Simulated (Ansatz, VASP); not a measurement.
W in VASP and in Ansatz

INCAR

```
SYSTEM = W
  ALGO = Normal
  EDIFF = 1E-6
  ENCUT = 520
  GGA = PS
  ISIF = 2
  ISMEAR = 0
  LASPH = .True.
  LCHARG = .False.
  LREAL = .False.
  LWAVE = .False.
  NBANDS = 13
  NELM = 60
  PREC = Accurate
  SIGMA = 0.1
```

KPOINTS

```
k-points
0
Gamma
  18 18 18
  0 0 0
```

POSCAR

```
W
1.0
   -1.5771639877      1.5771639877      1.5771639877
    1.5771639877     -1.5771639877      1.5771639877
    1.5771639877      1.5771639877     -1.5771639877
W
1
Direct
    0.0000000000      0.0000000000      0.0000000000
```

Input for Ansatz:

```yaml
crystal:
  lattice:
    - [-1.5771639877, 1.5771639877, 1.5771639877]
    - [1.5771639877, -1.5771639877, 1.5771639877]
    - [1.5771639877, 1.5771639877, -1.5771639877]
  atoms:
    - { symbol: W, position: [0.0, 0.0, 0.0] }
basis:
  ecutwfc: 420
kpoints:
  mp_grid: { grid: [18, 18, 18] }
hamiltonian:
  xc: pbesol
scf:
  occupations: { method: gaussian, width: 0.1 }
  mixing: { algorithm: broyden, beta: 0.05, ndim: 2 }
output:
  forces: true
  eigenvalues: true
  stress: true
```

Alike in both runs: task single point; functional PBEsol; k mesh 18 × 18 × 18; occupations gaussian, width 0.1 eV; no spin polarisation.

|  | VASP | Ansatz |
| --- | --- | --- |
| version | VASP 6.6.1 | Ansatz 0.2.0 |
| potentials or method | VASP PAW PBE potentials, release 64 (W_sv), cutoff 520 eV | scalar-relativistic, plane waves, PAW |
| valence electrons in the cell | 14 | 14 |

Ansatz gave:

```
gap on the k mesh at the Fermi level (eV) : none
pressure (GPa)                            : 0.0
```

Question: Estimate VASP's values.

Answer: gap on the k mesh at the Fermi level (eV): none; pressure (GPa): 0.7.

VASP's potentials were made for PBE, not for PBEsol. A gap of «none» marks a metal or a gap that the smearing closes.

Spin-orbit coupling is off throughout.
